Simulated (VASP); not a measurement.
Wanted: the native input for a VASP 6.6.1 run.

* Task: single point
* Functional: PBEsol
* Potentials or basis: VASP PAW PBE potentials, release 64 (In_d, Sb)
* Cutoff: 520 eV
* k mesh: 10 × 10 × 10
* Occupations: gaussian, width 0.1 eV
* Spin: no spin polarisation
* Dipole correction: no
* Further INCAR settings: ALGO = Normal; EDIFF = 1e-06; NBANDS = 22

The structure of InSb3 lies in POSCAR:

```
InSb3
1.0
    0.0000000000      3.6862666855      3.6862666855
    3.6862666855      0.0000000000      3.6862666855
    3.6862666855      3.6862666855      0.0000000000
In Sb
1 3
Direct
    0.0000000000      0.0000000000      0.0000000000
    0.2500000000      0.2500000000      0.2500000000
    0.7500000000      0.7500000000      0.7500000000
    0.5000000000      0.5000000000      0.5000000000
```

These files were run (other wordings do the same):

INCAR

```
  ALGO = Normal
  EDIFF = 1E-6
  ENCUT = 520
  GGA = PS
  ISIF = 2
  ISMEAR = 0
  LASPH = True
  LCHARG = False
  LREAL = False
  LWAVE = False
  NBANDS = 22
  NELM = 100
  PREC = Accurate
  SIGMA = 0.1
```

KPOINTS

```
k-points
0
Gamma
  10 10 10
```

Potentials or basis: VASP PAW PBE potentials, release 64 (In_d, Sb).

Launch:

```sh
$ cat potpaw_PBE.64/In_d/POTCAR potpaw_PBE.64/Sb/POTCAR > POTCAR
$ mpirun -np 1 vasp_std > vasp.out
```

Results of the run:

| Item | Value |
| --- | --- |
| Pressure | 2.0 GPa |
| Band gap on the k mesh | zero (bands 14 and 15 overlap by 3.25 eV) |

Caveat: the PAW data sets were made with another functional, which shifts forces and pressure a little; spin-orbit coupling is left out, which moves the levels of the heavy elements.

Wall time 100 s on 1 thread of Intel Xeon 8259CL, with other jobs on the host, peak memory 0.29 GiB.
